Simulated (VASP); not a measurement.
Input of a VASP 6.6.1 run:

Contents of INCAR:

```
PREC = Accurate
ENCUT = 500
EDIFF = 1E-6
ISMEAR = -1
SIGMA = 0.1
LREAL = False
LASPH = True
NELM = 120
ALGO = Normal
ISIF = 2
LWAVE = False
LCHARG = False
GGA = PS
NBANDS = 21
GGA_COMPAT = False
```

Contents of KPOINTS:

```
Automatic mesh
0
Gamma
  11 11 11
```

Contents of POSCAR:

```
Ru
1.0
    0.0000000000      2.5833148640      2.5833148640
    2.5833148640      0.0000000000      2.5833148640
    2.5833148640      2.5833148640      0.0000000000
Ru
2
Direct
    0.1250000000      0.1250000000      0.1250000000
    0.8750000000      0.8750000000      0.8750000000
```

Potentials or basis: VASP PAW PBE potentials, release 64 (Ru_pv).

Launch:

```sh
$ cat potpaw_PBE.64/Ru_pv/POTCAR > POTCAR
$ mpirun -np 1 vasp_std > vasp.out
```

**Question.** What does it give for the pressure?

**Answer.** 32.2 GPa.

**Question.** What does it give for the band gap on the k mesh?

**Answer.** Zero (band 14 reaches 9.48 eV, above the bottom of band 15 at 8.49 eV).

Caveat: the PAW data sets were made with another functional, which shifts forces and pressure a little.
